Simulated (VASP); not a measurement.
# Cd (Fd-3m) in VASP: a series of runs

Runs on Cd. Level: PBEsol. Tasks: single point.

Program: VASP 6.6.1. These are calculated values, not measurements. Logs are shortened: lines on timing, memory, paths and dates and some standing lists are left out, and cuts for length are marked.

## 1. The cell of the first run

The structure is cubic, space group Fd-3m (No. 227). The conventional cell has a = 5.619 Å, b = 5.619 Å, c = 5.619 Å, α = 90.00°, β = 90.00°, γ = 90.00°. Cd (site symmetry -43m) has 4 Cd at 2.43 Å within 3.2 Å.

This isn't the form of Cd at room conditions, which is hcp.

## 2. Single point, PBEsol

Input file INCAR:

```
  ALGO = Normal
  EDIFF = 1E-7
  ENCUT = 520
  GGA = PS
  ISIF = 2
  ISMEAR = 1
  LASPH = T
  LCHARG = F
  LREAL = F
  LWAVE = F
  NBANDS = 19
  NELM = 80
  PREC = Accurate
  SIGMA = 0.1
```

Input file KPOINTS:

```
k-points
0
Gamma
  12 12 12
```

Input file POSCAR:

```
Cd
1.0
    0.0000000000      2.8097344532      2.8097344532
    2.8097344532      0.0000000000      2.8097344532
    2.8097344532      2.8097344532      0.0000000000
Cd
2
Direct
    0.0000000000      0.0000000000      0.0000000000
    0.2500000000      0.2500000000      0.2500000000
```

Potentials or basis: VASP PAW PBE potentials, release 64 (Cd).

Launch:

```sh
$ cat potpaw_PBE.64/Cd/POTCAR > POTCAR
$ mpirun -np 1 vasp_std > vasp.out
```

OUTCAR:

```text
EDIFF = 1E-7
   ENCUT = 520
   GGA = PS
   ISIF = 2
   ISMEAR = 1
   LASPH = T
   LREAL = F
   NELM = 80
   PREC = Accurate

 ion  position               nearest neighbor table
   1  0.000  0.000  0.000-   2 2.43   2 2.43   2 2.43   2 2.43
   2  0.250  0.250  0.250-   1 2.43   1 2.43   1 2.43   1 2.43

  LATTYP: Found a face centered cubic cell.
 ALAT       =     5.6194689064

  Lattice vectors:

 A1 = (   0.0000000000,   2.8097344532,   2.8097344532)
 A2 = (   2.8097344532,   0.0000000000,   2.8097344532)
 A3 = (   2.8097344532,   2.8097344532,   0.0000000000)

Analysis of symmetry for initial positions (statically):
=====================================================================
 Subroutine PRICEL returns:
 Original cell was already a primitive cell.

 Routine SETGRP: Setting up the symmetry group for a
 face centered cubic supercell.

 Subroutine GETGRP returns: Found 48 space group operations
 (whereof 24 operations were pure point group operations)
 out of a pool of 48 trial point group operations.

The static configuration has the point symmetry T_d .
 The point group associated with its full space group is O_h .

Analysis of symmetry for dynamics (positions and initial velocities):
=====================================================================
 Subroutine PRICEL returns:
 Original cell was already a primitive cell.

 Routine SETGRP: Setting up the symmetry group for a
 face centered cubic supercell.

 Subroutine GETGRP returns: Found 48 space group operations
 (whereof 24 operations were pure point group operations)
 out of a pool of 48 trial point group operations.

The dynamic configuration has the point symmetry T_d .
 The point group associated with its full space group is O_h .

 Subroutine INISYM returns: Found 48 space group operations
 (whereof 24 operations are pure point group operations),
 and found     1 'primitive' translations

----------------------------------------------------------------------------------------

                                     Primitive cell

  volume of cell :      44.3635

  direct lattice vectors                    reciprocal lattice vectors
     0.000000000  2.809734453  2.809734453    -0.177952760  0.177952760  0.177952760
     2.809734453  0.000000000  2.809734453     0.177952760 -0.177952760  0.177952760
     2.809734453  2.809734453  0.000000000     0.177952760  0.177952760 -0.177952760

  length of vectors
     3.973564570  3.973564570  3.973564570     0.308223221  0.308223221  0.308223221

  position of ions in fractional coordinates (direct lattice)
     0.000000000  0.000000000  0.000000000
     0.250000000  0.250000000  0.250000000

  ion indices of the primitive-cell ions
   primitive index   ion index
                 1           1
                 2           2

----------------------------------------------------------------------------------------

 KPOINTS: k-points

Automatic generation of k-mesh.
 Grid dimensions read from file:
 generate k-points for:   12   12   12

 Generating k-lattice:

  Cartesian coordinates                     Fractional coordinates (reciprocal lattice)
    -0.014829397  0.014829397  0.014829397     0.083333333  0.000000000  0.000000000
     0.014829397 -0.014829397  0.014829397     0.000000000  0.083333333  0.000000000
     0.014829397  0.014829397 -0.014829397     0.000000000  0.000000000  0.083333333

  Length of vectors
     0.025685268  0.025685268  0.025685268

  Shift w.r.t. Gamma in fractional coordinates (k-lattice)
     0.000000000  0.000000000  0.000000000

 Subroutine IBZKPT returns following result:
 ===========================================

 Found     72 irreducible k-points:

 Following reciprocal coordinates:
            Coordinates               Weight
  0.000000  0.000000  0.000000      1.000000
  0.083333  0.000000  0.000000      8.000000
  0.166667  0.000000  0.000000      8.000000
  0.250000  0.000000  0.000000      8.000000
  0.333333  0.000000  0.000000      8.000000
  0.416667  0.000000  0.000000      8.000000
[... 16 lines left out ...]
  0.500000  0.166667  0.000000     24.000000
 -0.416667  0.166667  0.000000     24.000000
 [... further k-points ...]
   k-points           NKPTS =     72   k-points in BZ     NKDIM =     72   number of bands    NBANDS=     19
   number of dos      NEDOS =    301   number of ions     NIONS =      2
   total plane-waves  NPLWV =  27000
   dimension x,y,z NGX =    30 NGY =   30 NGZ =   30
   dimension x,y,z NGXF=    60 NGYF=   60 NGZF=   60
   ions per type =               2
   NGX,Y,Z   is equivalent  to a cutoff of  12.55, 12.55, 12.55 a.u.
   NGXF,Y,Z  is equivalent  to a cutoff of  25.10, 25.10, 25.10 a.u.
 SYSTEM =  unknown system
   PREC   = accura    normal or accurate (medium, high low for compatibility)
   ISTART =      0    job   : 0-new  1-cont  2-samecut
   ICHARG =      2    charge: 1-file 2-atom 10-const
   ISPIN  =      1    spin polarized calculation?
   LNONCOLLINEAR =      F non collinear calculations
   LSORBIT =      F    spin-orbit coupling
   LASPH  =      T    aspherical Exc in radial PAW
   ENCUT  =  520.0 eV  38.22 Ry    6.18 a.u.   7.39  7.39  7.39*2*pi/ulx,y,z
   NELM   =     80;   NELMIN=  2; NELMDL= -5     # of ELM steps
   EDIFF  = 0.1E-06   stopping-criterion for ELM
   LREAL  =      F    real-space projection
   EDIFFG = 0.1E-05   stopping-criterion for IOM
   NSW    =      0    number of steps for IOM
   IBRION =     -1    ionic relax: 0-MD 1-quasi-New 2-CG
   NFREE  =      0    steps in history (QN), initial steepest desc. (CG)
   ISIF   =      2    stress and relaxation
   ISYM   =      2    0-nonsym 1-usesym 2-fastsym
   POTIM  = 0.5000    time-step for ionic-motion
   TEBEG  =    0.0;   TEEND  =   0.0 temperature during run
   PSTRESS=    0.0 pullay stress
   NELECT =      24.0000    total number of electrons
   NUPDOWN=      -1.0000    fix difference up-down
   EMIN   =  10.00;   EMAX   =-10.00  energy-range for DOS
   EFERMI =   0.00;   METHOD = LEGACY
   ISMEAR =     1;   SIGMA  =   0.10  broadening in eV -4-tet -1-fermi 0-gaus
   EFERMI_NEDOS =   21; number of points for ismear=-14 and -15
   IALGO  =     38    algorithm
   IMIX   =      4    mixing-type and parameters
     AMIX     =   0.40;   BMIX     =  1.00
     AMIX_MAG =   1.60;   BMIX_MAG =  1.00
  volume/ion in A,a.u.               =      22.18       149.69
  Fermi-wavevector in a.u.,A,eV,Ry     =   1.333941  2.520783 24.210189  1.779399
  Thomas-Fermi vector in A             =   2.462761
   LORBIT       =      0    0 simple, 1 ext, 2 COOP (PROOUT), +10 PAW based schemes
   GGA     = PS    functional components
   LHFCALC =     F    Hartree Fock is set to
   AEXX    =    0.0000 exact exchange contribution
   IVDW    =     0    specifies the selected vdW correction
   LEPSILON=     F    determine dielectric tensor
   LRPA    =     F    only Hartree local field effects (RPA)
 non-spin polarized calculation
 Methfessel and Paxton  Order N= 1 SIGMA  =   0.10
  energy-cutoff  :      520.00
  volume of cell :       44.36
 maximum number of plane-waves:      1243
 NGX is ok and might be reduce to    30
   NGX = 15   NGY = 15   NGZ = 15

 number of electron      23.9999985 magnetization

 Free energy of the ion-electron system (eV)
  ---------------------------------------------------
  ext. energy  EPLUGINS =         0.00000000
  ---------------------------------------------------
  free energy    TOTEN  =         0.00955017 eV

  energy without entropy =        0.01084741  energy(sigma->0) =        0.00998258

 E-fermi :   2.4498     XC(G=0): -10.8139

 val. band max:        2.4182573145   @ k =  -0.2500   0.1667   0.0000
 cond. band min:       2.4539848953   @ k =   0.5000   0.3333   0.0000
 fundamental gap:      0.0357275809
 Fermi energy:         2.4497656690

 k-point     1 :       0.0000    0.0000    0.0000
  band No.  band energies     occupation
      1      -8.0748      2.00000
      2      -8.0748      2.00000
      3      -8.0748      2.00000
      4      -8.0291      2.00000
      5      -8.0291      2.00000
      6      -6.4634      2.00000
[... 11 lines left out ...]
     18      11.7435      0.00000
     19      11.7752      0.00000

 k-point     2 :       0.0833    0.0000    0.0000
  band No.  band energies     occupation
      1      -8.1562      2.00000
      2      -8.1562      2.00000
      3      -8.0713      2.00000
      4      -7.9287      2.00000
      5      -7.9287      2.00000
      6      -6.5364      2.00000
[... 11 lines left out ...]
     18      12.1385      0.00000
     19      12.8582      0.00000

 k-point     3 :       0.1667    0.0000    0.0000
  band No.  band energies     occupation
      1      -8.2226      2.00000
      2      -8.2226      2.00000
      3      -8.0637      2.00000
      4      -7.8158      2.00000
      5      -7.8158      2.00000
      6      -6.6355      2.00000
[... 11 lines left out ...]
     18      12.4183      0.00000
     19      13.5923      0.00000

 k-point     4 :       0.2500    0.0000    0.0000
  band No.  band energies     occupation
      1      -8.2500      2.00000
      2      -8.2500      2.00000
      3      -8.0556      2.00000
      4      -7.7404      2.00000
      5      -7.7404      2.00000
      6      -6.7481      2.00000
[... 11 lines left out ...]
     18      11.9811      0.00000
     19      14.2830      0.00000

 k-point     5 :       0.3333    0.0000    0.0000
  band No.  band energies     occupation
      1      -8.2423      2.00000
      2      -8.2423      2.00000
      3      -8.0476      2.00000
      4      -7.7213      2.00000
      5      -7.7213      2.00000
      6      -6.8576      2.00000
[... 11 lines left out ...]
     18      11.4425      0.00000
     19      15.4464      0.00000
[... 334 lines left out ...]
      2      -8.1624      2.00000
      3      -8.1019      2.00000
      4      -7.7080      2.00000
      5      -7.4287      2.00000
      6      -7.0780      2.00000
[... 11 lines left out ...]
     18      13.8603      0.00000
     19      14.4972      0.00000

 k-point    22 :       0.4167    0.1667    0.0000
  band No.  band energies     occupation
      1      -8.3970      2.00000
      2      -8.1882      2.00000
      3      -8.0609      2.00000
      4      -7.6442      2.00000
      5      -7.4344      2.00000
      6      -7.0919      2.00000
[... 11 lines left out ...]
     18      13.4028      0.00000
     19      14.3187      0.00000

 k-point    23 :       0.5000    0.1667    0.0000
  band No.  band energies     occupation
      1      -8.3986      2.00000
      2      -8.2272      2.00000
      3      -7.9963      2.00000
      4      -7.5796      2.00000
      5      -7.5039      2.00000
      6      -7.0794      2.00000
[... 11 lines left out ...]
     18      13.9911      0.00000
     19      14.5817      0.00000

 k-point    24 :      -0.4167    0.1667    0.0000
  band No.  band energies     occupation
      1      -8.3824      2.00000
      2      -8.2795      2.00000
      3      -7.9263      2.00000
      4      -7.6152      2.00000
      5      -7.5079      2.00000
      6      -7.0447      2.00000
[... 11 lines left out ...]
     18      14.5946      0.00000
     19      15.9787      0.00000

 [... further k-points ...]

------------------------ aborting loop because EDIFF is reached ----------------------------------------

  FORCE on cell =-STRESS in cart. coord.  units (eV):
  Direction    XX          YY          ZZ          XY          YZ          ZX
  --------------------------------------------------------------------------------------
  -------------------------------------------------------------------------------------
  Total        8.7413498      8.7413498      8.7413498      0.0000000      0.0000000     -0.0000000
  in kB      315.6917678    315.6917678    315.6917678      0.0000000      0.0000000     -0.0000000
  external PRESSURE =     315.6917678 kB  Pullay stress =       0.0000000 kB

 VOLUME and BASIS-vectors are now :
 -----------------------------------------------------------------------------
  energy-cutoff  :      520.00
  volume of cell :       44.36
      direct lattice vectors                 reciprocal lattice vectors
     0.000000000  2.809734453  2.809734453    -0.177952760  0.177952760  0.177952760
     2.809734453  0.000000000  2.809734453     0.177952760 -0.177952760  0.177952760
     2.809734453  2.809734453  0.000000000     0.177952760  0.177952760 -0.177952760

 POSITION                                       TOTAL-FORCE (eV/Angst)
 -----------------------------------------------------------------------------------
      0.00000      0.00000      0.00000        -0.000000     -0.000000     -0.000000
      1.40487      1.40487      1.40487         0.000000      0.000000      0.000000
 -----------------------------------------------------------------------------------
    total drift:                                0.000000     -0.000000      0.000000

  FREE ENERGIE OF THE ION-ELECTRON SYSTEM (eV)
  ---------------------------------------------------
  free  energy   TOTEN  =         0.0095501686 eV

  energy  without entropy=        0.0108474077  energy(sigma->0) =        0.00998258
```

It took 24 s on 1 thread of Intel Xeon 6975P-C (Granite Rapids), shared host; peak memory 0.19 GiB.

Results:

| Property | Result |
| --- | --- |
| Free energy | 0.0096 eV |
| Pressure | 31.6 GPa |
| Band gap on the k mesh | zero (bands 12 and 13 overlap by 8.30 eV) |

Caveat: the cell stands under pressure; the PAW data sets were made with another functional, which shifts forces and pressure a little.

(Part 1 of 2 ends here.)

The gap in the log of VASP goes by the Fermi energy; the results here count the filled bands.